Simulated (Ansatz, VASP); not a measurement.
TePb: VASP beside Ansatz

File INCAR:

```
ALGO = Normal
EDIFF = 1E-6
ENCUT = 500
GGA = PS
GGA_COMPAT = F
ISIF = 2
ISMEAR = -1
LASPH = T
LCHARG = F
LREAL = F
LWAVE = F
NBANDS = 17
NELM = 120
PREC = Accurate
SIGMA = 0.05
```

KPOINTS

```
k-points
0
Gamma
  9 9 9
```

File POSCAR:

```
TePb
1.0
    3.3756595917      0.0000000000      0.0000000000
    0.0000000000      3.3756595917      0.0000000000
    0.0000000000      0.0000000000      3.3756595917
Te Pb
1 1
Direct
    0.5000000000      0.5000000000      0.5000000000
    0.0000000000      0.0000000000      0.0000000000
```

Input for Ansatz:

```yaml
crystal:
  lattice:
    - [3.3756595917, 0.0, 0.0]
    - [0.0, 3.3756595917, 0.0]
    - [0.0, 0.0, 3.3756595917]
  atoms:
    - { symbol: Te, position: [0.5, 0.5, 0.5] }
    - { symbol: Pb, position: [0.0, 0.0, 0.0] }
kpoints:
  mp_grid: { grid: [9, 9, 9] }
  band_path:
    path:
      - [0.0, 0.0, 0.0]
      - [0.0, 0.5, 0.0]
      - [0.5, 0.5, 0.0]
      - [0.0, 0.0, 0.0]
      - [0.5, 0.5, 0.5]
      - [0.0, 0.5, 0.0]
      - [0.5, 0.5, 0.5]
      - [0.5, 0.5, 0.0]
    npoints: 6
scf:
  occupations: { method: fermi_dirac, width: 0.05 }
hamiltonian:
  xc: pbesol
  pseudopotentials: { kind: all_electron, lapw: { basis_error: 0.001 } }
output:
  forces: true
  stress: true
  eigenvalues: true
  populations: true
```

Change from the starting cell: volume scaled by 0.6, LAPW.

Alike in both runs: task single point; functional PBEsol; k mesh 9 × 9 × 9; occupations fermi-dirac, width 0.05 eV; no spin polarisation.

|  | VASP | Ansatz |
| --- | --- | --- |
| version | VASP 6.6.1 | Ansatz 0.2.0 |
| potentials or method | VASP PAW PBE potentials, release 64 (Te, Pb_d), cutoff 500 eV | all-electron LAPW, scalar-relativistic |

Ansatz gave:

| Item | Value |
| --- | --- |
| pressure (GPa) | 58.0 |

Task: What did VASP give for the same quantities?

Result: Pressure (GPa): 58.2.

VASP's potentials were made for PBE, not for PBEsol. Both programs put the cell under a high pressure, so it lies far from rest at this level. Ansatz ran all-electron here, and VASP with PAW potentials.

Neither program's run includes spin-orbit coupling.
